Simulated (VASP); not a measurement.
Input of a VASP 6.6.1 run:

INCAR

```
ALGO = Normal ; EDIFF = 1E-6
ENCUT = 520 ; GGA = CA
ISIF = 2 ; ISMEAR = -1
ISPIN = 2 ; LASPH = True
LCHARG = False ; LMAXMIX = 4
LORBIT = 11 ; LREAL = False
LWAVE = False ; MAGMOM = 0.6 0.6
NBANDS = 22 ; NELM = 150
NUPDOWN = 1.2 ; PREC = Accurate
SIGMA = 0.1
```

Contents of KPOINTS:

```
k-points
0
Gamma
  14 14 14
```

File POSCAR:

```
CuPt
1.0
    1.3622969706      0.7865225227      4.2444549900
   -1.3622969706      0.7865225227      4.2444549900
    0.0000000000     -1.5730450454      4.2444549900
Cu Pt
1 1
Direct
    0.0000000000      0.0000000000      0.0000000000
    0.5000000000      0.5000000000      0.5000000000
```

Potentials or basis: VASP PAW LDA potentials, release 64 (Cu, Pt).

Launch:

```sh
$ cat potpaw_LDA.64/Cu/POTCAR potpaw_LDA.64/Pt/POTCAR > POTCAR
$ mpirun -np 1 vasp_std > vasp.out
```

Problem. What does it give for the pressure?

Solution. -4.9 GPa.

Stress tensor (GPa, compression positive):
```
-4.09  0.00  0.00
 0.00 -4.09  0.00
 0.00  0.00 -6.43
```

Caveat: the cell stands under tension; the total moment is fixed, so each spin has its own Fermi level.
